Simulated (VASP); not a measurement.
CdSe: single point with LDA

The system is CdSe.

```xyz
2
Lattice="0.0000 3.1694 3.1694 3.1694 0.0000 3.1694 3.1694 3.1694 0.0000" Properties=species:S:1:pos:R:3 pbc="T T T"
Cd    0.0000    0.0000    0.0000
Se    4.7541    4.7541    4.7541
```

| Item | Value |
| --- | --- |
| Program | VASP 6.6.1 |
| Task | single point |
| Functional | LDA |
| Potentials or basis | VASP PAW LDA potentials, release 64 (Cd, Se) |
| Cutoff | 500 eV |
| k mesh | 5 × 5 × 5 |
| Occupations | gaussian, width 0.01 eV |
| Spin | no spin polarisation |

The pressure is -6.1 GPa. The band gap on the k mesh is 0.10 eV, direct.

Levels at points of the mesh, in eV from the valence-band top:
```
           k point  band 7  band 8  band 9  band 10  band 11  band 12
(0.00, 0.00, 0.00)    0.00    0.00    0.00     0.10     5.75     5.75
```

It took 11 s on 1 thread of Intel(R) Xeon(R) Platinum 8259CL CPU @ 2.50GHz (Skylake/Cascade Lake), with other jobs on the host, peak memory 0.17 GiB.
